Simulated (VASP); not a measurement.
A run of VASP 6.6.1 is set up as follows.

Contents of INCAR:

```
SYSTEM = MgZn2TeS2
ALGO = Normal ; EDIFF = 1E-7
ENCUT = 520 ; GGA = PE
ISIF = 2 ; ISMEAR = 0
LASPH = .TRUE. ; LCHARG = .TRUE.
LELF = .TRUE. ; LREAL = .FALSE.
LVHAR = .TRUE. ; LWAVE = .FALSE.
NBANDS = 31 ; NELM = 100
PREC = Accurate ; SIGMA = 0.1
```

File KPOINTS:

```
k-points
0
G
  8 8 8
  0 0 0
```

File POSCAR:

```
MgZn2TeS2
1.0
    5.4687335601      0.0000000000      0.0000000000
    0.0000000000      5.4687335601      0.0000000000
    0.0000000000      0.0000000000      5.1641857143
Mg Zn Te S
1 2 1 2
Direct
    0.0000000000      0.0000000000      0.5000000000
    0.0000000000      0.5000000000      0.5000000000
    0.5000000000      0.0000000000      0.5000000000
    0.0000000000      0.0000000000      0.0000000000
    0.5000000000      0.5000000000      0.8085926629
    0.5000000000      0.5000000000      0.1914073371
```

Potentials or basis: VASP PAW PBE potentials, release 64 (Mg, Zn, Te, S).

Launch:

```bash
$ cat potpaw_PBE.64/Mg/POTCAR potpaw_PBE.64/Zn/POTCAR potpaw_PBE.64/Te/POTCAR potpaw_PBE.64/S/POTCAR > POTCAR
$ mpirun -np 1 vasp_std > vasp.out
```

**Question.** Estimate the largest force.

**Answer.** 0.165 eV/Å.

**Question.** What does it give for the pressure?

**Answer.** -0.1 GPa.

**Question.** What does it give for the band gap on the k mesh?

**Answer.** Zero (bands 22 and 23 overlap by 1.84 eV).

Forces on the atoms (eV/Å):
```
Mg   0.000  0.000  0.000
Zn   0.000  0.000  0.000
Zn   0.000  0.000  0.000
Te   0.000  0.000  0.000
S    0.000  0.000  0.165
S    0.000  0.000 -0.165
```

Caveat: spin-orbit coupling is left out, which moves the levels of the heavy elements.
